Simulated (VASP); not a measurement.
# W (Fm-3m) in VASP: notebook

The runs below take W through single point, with LDA.

Everything below comes from runs of VASP 6.6.1. Logs are shortened: lines on timing, memory, paths and dates and some standing lists are left out, and cuts for length are marked.

## (1) The cell of the first run

It takes space group Fm-3m (No. 225, cubic). Conventional cell: a = 3.977 Å, b = 3.977 Å, c = 3.977 Å, α = 90.00°, β = 90.00°, γ = 90.00°. W (site symmetry m-3m) has 12 W at 2.81 Å within 3.7 Å.

This isn't the form of W at room conditions, which is bcc.

## (2) Single point, LDA, non-collinear spin, zero start, spin-orbit coupling

Input file INCAR:

```
SYSTEM = W
  PREC = Accurate
  ENCUT = 520
  EDIFF = 1E-6
  ISMEAR = -1
  SIGMA = 0.05
  LREAL = .FALSE.
  LASPH = .TRUE.
  NELM = 150
  ALGO = Normal
  ISIF = 2
  LWAVE = .FALSE.
  LCHARG = .FALSE.
  MAGMOM = 0 0 0
  LORBIT = 11
  LSORBIT = .TRUE.
  GGA_COMPAT = .FALSE.
  LORBMOM = .TRUE.
  LMAXMIX = 4
  NBANDS = 25
```

Input file KPOINTS:

```
Automatic mesh
0
G
  18 18 18
  0 0 0
```

Input file POSCAR:

```
W
1.0
    0.0000000000      1.9883171980      1.9883171980
    1.9883171980      0.0000000000      1.9883171980
    1.9883171980      1.9883171980      0.0000000000
W
1
Direct
    0.0000000000      0.0000000000      0.0000000000
```

Potentials or basis: VASP PAW LDA potentials, release 64 (W_sv).

Run with:

```bash
> cat potpaw_LDA.64/W_sv/POTCAR > POTCAR
> mpirun -np 1 vasp_ncl > vasp.out
```

OUTCAR:

```text
SYSTEM = W
   PREC = Accurate
   ENCUT = 520
   EDIFF = 1E-6
   ISMEAR = -1
   LREAL = .FALSE.
   LASPH = .TRUE.
   NELM = 150
   ISIF = 2
   LORBIT = 11
   LSORBIT = .TRUE.

 ion  position               nearest neighbor table
   1  0.000  0.000  0.000-

  LATTYP: Found a face centered cubic cell.
 ALAT       =     3.9766343960

  Lattice vectors:

 A1 = (   0.0000000000,   1.9883171980,   1.9883171980)
 A2 = (   1.9883171980,   0.0000000000,   1.9883171980)
 A3 = (   1.9883171980,   1.9883171980,   0.0000000000)

Analysis of symmetry for initial positions (statically):
=====================================================================
 Subroutine PRICEL returns:
 Original cell was already a primitive cell.

 Routine SETGRP: Setting up the symmetry group for a
 face centered cubic supercell.

 Subroutine GETGRP returns: Found 48 space group operations
 (whereof 48 operations were pure point group operations)
 out of a pool of 48 trial point group operations.

The static configuration has the point symmetry O_h .

Analysis of symmetry for dynamics (positions and initial velocities):
=====================================================================
 Subroutine PRICEL returns:
 Original cell was already a primitive cell.

 Routine SETGRP: Setting up the symmetry group for a
 face centered cubic supercell.

 Subroutine GETGRP returns: Found 48 space group operations
 (whereof 48 operations were pure point group operations)
 out of a pool of 48 trial point group operations.

The dynamic configuration has the point symmetry O_h .

Analysis of structural, dynamic, and magnetic symmetry:
=====================================================================
 Subroutine PRICEL returns:
 Original cell was already a primitive cell.

 Routine SETGRP: Setting up the symmetry group for a
 face centered cubic supercell.

 Subroutine GETGRP returns: Found 48 space group operations
 (whereof 48 operations were pure point group operations)
 out of a pool of 48 trial point group operations.

The overall configuration has the point symmetry O_h .

 Subroutine INISYM returns: Found 48 space group operations
 (whereof 48 operations are pure point group operations),
 and found     1 'primitive' translations

----------------------------------------------------------------------------------------

                                     Primitive cell

  volume of cell :      15.7212

  direct lattice vectors                    reciprocal lattice vectors
     0.000000000  1.988317198  1.988317198    -0.251468931  0.251468931  0.251468931
     1.988317198  0.000000000  1.988317198     0.251468931 -0.251468931  0.251468931
     1.988317198  1.988317198  0.000000000     0.251468931  0.251468931 -0.251468931

  length of vectors
     2.811905148  2.811905148  2.811905148     0.435556965  0.435556965  0.435556965

  position of ions in fractional coordinates (direct lattice)
     0.000000000  0.000000000  0.000000000

  ion indices of the primitive-cell ions
   primitive index   ion index
                 1           1

----------------------------------------------------------------------------------------

 KPOINTS: Automatic mesh

Automatic generation of k-mesh.
 Grid dimensions read from file:
 generate k-points for:   18   18   18

 Generating k-lattice:

  Cartesian coordinates                     Fractional coordinates (reciprocal lattice)
    -0.013970496  0.013970496  0.013970496     0.055555556  0.000000000  0.000000000
     0.013970496 -0.013970496  0.013970496     0.000000000  0.055555556  0.000000000
     0.013970496  0.013970496 -0.013970496     0.000000000  0.000000000  0.055555556

  Length of vectors
     0.024197609  0.024197609  0.024197609

  Shift w.r.t. Gamma in fractional coordinates (k-lattice)
     0.000000000  0.000000000  0.000000000

 Subroutine IBZKPT returns following result:
[... 45 lines left out ...]
   LSORBIT =      T    spin-orbit coupling
   LASPH  =      T    aspherical Exc in radial PAW
   ENCUT  =  520.0 eV  38.22 Ry    6.18 a.u.   5.23  5.23  5.23*2*pi/ulx,y,z
   NELM   =    150;   NELMIN=  2; NELMDL= -5     # of ELM steps
   EDIFF  = 0.1E-05   stopping-criterion for ELM
   LREAL  =      F    real-space projection
   EDIFFG = 0.1E-04   stopping-criterion for IOM
   NSW    =      0    number of steps for IOM
   IBRION =     -1    ionic relax: 0-MD 1-quasi-New 2-CG
   NFREE  =      0    steps in history (QN), initial steepest desc. (CG)
   ISIF   =      2    stress and relaxation
   ISYM   =      2    0-nonsym 1-usesym 2-fastsym
   POTIM  = 0.5000    time-step for ionic-motion
   TEBEG  =    0.0;   TEEND  =   0.0 temperature during run
   PSTRESS=    0.0 pullay stress
   NELECT =      14.0000    total number of electrons
   NUPDOWN=      -1.0000    fix difference up-down
   EMIN   =  10.00;   EMAX   =-10.00  energy-range for DOS
   EFERMI =   0.00;   METHOD = LEGACY
   ISMEAR =    -1;   SIGMA  =   0.05  broadening in eV -4-tet -1-fermi 0-gaus
   EFERMI_NEDOS =   21; number of points for ismear=-14 and -15
   IALGO  =     38    algorithm
   IMIX   =      4    mixing-type and parameters
     AMIX     =   0.40;   BMIX     =  1.00
     AMIX_MAG =   1.60;   BMIX_MAG =  1.00
  volume/ion in A,a.u.               =      15.72       106.09
  Fermi-wavevector in a.u.,A,eV,Ry     =   1.575029  2.976373 33.752188  2.480716
  Thomas-Fermi vector in A             =   2.676074
   LORBIT       =     11    0 simple, 1 ext, 2 COOP (PROOUT), +10 PAW based schemes
   GGA     = CA    functional components
   LHFCALC =     F    Hartree Fock is set to
   AEXX    =    0.0000 exact exchange contribution
   IVDW    =     0    specifies the selected vdW correction
   LEPSILON=     F    determine dielectric tensor
   LRPA    =     F    only Hartree local field effects (RPA)
  energy-cutoff  :      520.00
  volume of cell :       15.72
 maximum number of plane-waves:       888
 NGX is ok and might be reduce to    24
   NGX = 11   NGY = 11   NGZ = 11

 number of electron      14.0000000 magnetization       0.0000000      0.0000000      0.0000000

 number of electron      13.9999999 magnetization       0.0000000     -0.0000000      0.0000000

 number of electron      13.9999999 magnetization      -0.0000000      0.0000000     -0.0000000

 Free energy of the ion-electron system (eV)
  ---------------------------------------------------
  ext. energy  EPLUGINS =         0.00000000
  ---------------------------------------------------
  free energy    TOTEN  =       -14.49264622 eV

  energy without entropy =      -14.48447577  energy(sigma->0) =      -14.48856099

 E-fermi :  11.0113     XC(G=0): -13.8626

 val. band max:       11.0015143968   @ k =   0.1667   0.1111   0.0556
 cond. band min:      11.0127952369   @ k =   0.1667   0.0000   0.0000
 fundamental gap:      0.0112808401
 Fermi energy:        11.0112652706

 k-point     1 :       0.0000    0.0000    0.0000
  band No.  band energies     occupation
      1     -62.1888      1.00000
      2     -62.1888      1.00000
      3     -32.1185      1.00000
      4     -32.1185      1.00000
      5     -23.0956      1.00000
      6     -23.0956      1.00000
[... 661 lines left out ...]
     24      28.2924      0.00000
     25      32.5242      0.00000

 [... further k-points ...]

------------------------ aborting loop because EDIFF is reached ----------------------------------------

  FORCE on cell =-STRESS in cart. coord.  units (eV):
  Direction    XX          YY          ZZ          XY          YZ          ZX
  --------------------------------------------------------------------------------------
  -------------------------------------------------------------------------------------
  Total        0.1940684      0.1940684      0.1940684      0.0000000      0.0000000      0.0000000
  in kB       19.7778194     19.7778194     19.7778194      0.0000000      0.0000000      0.0000000
  external PRESSURE =      19.7778194 kB  Pullay stress =       0.0000000 kB

 VOLUME and BASIS-vectors are now :
 -----------------------------------------------------------------------------
  energy-cutoff  :      520.00
  volume of cell :       15.72
      direct lattice vectors                 reciprocal lattice vectors
     0.000000000  1.988317198  1.988317198    -0.251468931  0.251468931  0.251468931
     1.988317198  0.000000000  1.988317198     0.251468931 -0.251468931  0.251468931
     1.988317198  1.988317198  0.000000000     0.251468931  0.251468931 -0.251468931

 POSITION                                       TOTAL-FORCE (eV/Angst)
 -----------------------------------------------------------------------------------
      0.00000      0.00000      0.00000         0.000000      0.000000      0.000000
 -----------------------------------------------------------------------------------
    total drift:                               -0.000000      0.000000      0.000000

  FREE ENERGIE OF THE ION-ELECTRON SYSTEM (eV)
  ---------------------------------------------------
  free  energy   TOTEN  =       -14.4926462159 eV

  energy  without entropy=      -14.4844757664  energy(sigma->0) =      -14.48856099

 orbital moment (x)

 # of ion     p       d       tot
 ----------------------------------------
  1         0.000  -0.000  -0.000
 ----------------------------------------
            0.000  -0.000  -0.000

 orbital moment (y)

 # of ion     p       d       tot
 ----------------------------------------
  1         0.000  -0.000  -0.000
 ----------------------------------------
            0.000  -0.000  -0.000

 orbital moment (z)

 # of ion     p       d       tot
 ----------------------------------------
  1         0.000   0.000   0.000
 ----------------------------------------
            0.000   0.000   0.000

 Spin-Orbit-Coupling matrix elements

 Ion:    1  E_soc:     -1.7314295
 l=   1
     0.0000000    -0.2350184    -0.2350184
    -0.2350184     0.0000000    -0.2350184
    -0.2350184    -0.2350184     0.0000000
 l=   2
     0.0000000    -0.0124678     0.0000000    -0.0124678    -0.0410854
    -0.0124678     0.0000000    -0.0308141    -0.0124678    -0.0102714
     0.0000000    -0.0308141     0.0000000    -0.0308141     0.0000000
    -0.0124678    -0.0124678    -0.0308141     0.0000000    -0.0102714
    -0.0410854    -0.0102714     0.0000000    -0.0102714     0.0000000
 l=   3
     0.0000000     0.0000000     0.0000000     0.0000000     0.0000000     0.0000000     0.0000000
     0.0000000     0.0000000     0.0000000     0.0000000     0.0000000     0.0000000     0.0000000
     0.0000000     0.0000000     0.0000000     0.0000000     0.0000000     0.0000000     0.0000000
     0.0000000     0.0000000     0.0000000     0.0000000     0.0000000     0.0000000     0.0000000
     0.0000000     0.0000000     0.0000000     0.0000000     0.0000000     0.0000000     0.0000000
     0.0000000     0.0000000     0.0000000     0.0000000     0.0000000     0.0000000     0.0000000
     0.0000000     0.0000000     0.0000000     0.0000000     0.0000000     0.0000000     0.0000000

 total charge

# of ion       s       p       d       tot
------------------------------------------
    1        2.422   6.324   3.427  12.173

 magnetization (x)

# of ion       s       p       d       tot
------------------------------------------
    1       -0.000   0.000  -0.000  -0.000

 magnetization (y)

# of ion       s       p       d       tot
------------------------------------------
    1        0.000  -0.000   0.000   0.000

 magnetization (z)

# of ion       s       p       d       tot
------------------------------------------
    1        0.000  -0.000  -0.000  -0.000
```

It took 1.9 min on 1 thread of AMD EPYC 9R45 (Zen 5), shared host; peak memory 0.22 GiB.

Results:

```yaml
Free_energy: -14.4926 eV
Pressure: 2.0 GPa
Net_moment: 0.00 μB per cell
Valence_electrons_inside_the_program's_atomic_spheres: W 12.17
```

Moments on the atoms (μB; x, y, z):
```
W   0.00 0.00 0.00
```

## (3) Single point, LDA, non-collinear spin, zero start, spin-orbit coupling

Input file INCAR:

```
PREC = Accurate
ENCUT = 520
EDIFF = 1E-6
ISMEAR = -1
SIGMA = 0.05
LREAL = False
LASPH = True
NELM = 150
ALGO = Normal
ISIF = 2
LWAVE = False
LCHARG = False
LNONCOLLINEAR = True
MAGMOM = 0 0 0
LORBIT = 11
LSORBIT = True
GGA_COMPAT = False
LORBMOM = True
LMAXMIX = 4
GGA = CA
NBANDS = 25
```

Input file KPOINTS:

```
Automatic mesh
0
Gamma
  18 18 18
```

POSCAR is that of step 2.

Potentials or basis: VASP PAW LDA potentials, release 64 (W_sv).

Run with:

```bash
> cat potpaw_LDA.64/W_sv/POTCAR > POTCAR
> mpirun -np 1 vasp_ncl > vasp.out
```

Wall time 2 min (1 thread of AMD EPYC 9R45 (Zen 5), shared host); peak memory 0.22 GiB.

Results (log left out):

```
Free energy                                           : -14.4926 eV
Pressure                                              : 2.0 GPa
Net moment                                            : 0.00 μB per cell
Valence electrons inside the program's atomic spheres : W 12.17
```

Moments on the atoms (μB; x, y, z):
```
W   0.00 0.00 0.00
```
